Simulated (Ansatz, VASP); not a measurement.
**Nb: VASP beside Ansatz**

```
CELL_PARAMETERS angstrom
-1.67286 1.67286 1.67286
1.67286 -1.67286 1.67286
1.67286 1.67286 -1.67286
ATOMIC_POSITIONS crystal
Nb 0.00000 0.00000 0.00000
```

Alike in both runs: task single point; functional r2SCAN; k mesh 22 × 22 × 22; occupations fermi-dirac, width 0.1 eV; no spin polarisation.

```csv
,VASP,Ansatz
version,VASP 6.6.1,Ansatz 0.2.0
potentials or method,"VASP PAW PBE potentials, release 64 (Nb_sv), cutoff 520 eV","plane waves (500 eV) with PAW, scalar-relativistic"
valence electrons in the cell,13,13
```

|  | VASP | Ansatz | Ansatz less VASP |
| --- | --- | --- | --- |
| pressure (GPa) | -6.2 | -6.1 | +0.15 |

VASP's potentials were made for PBE, not for r2SCAN.
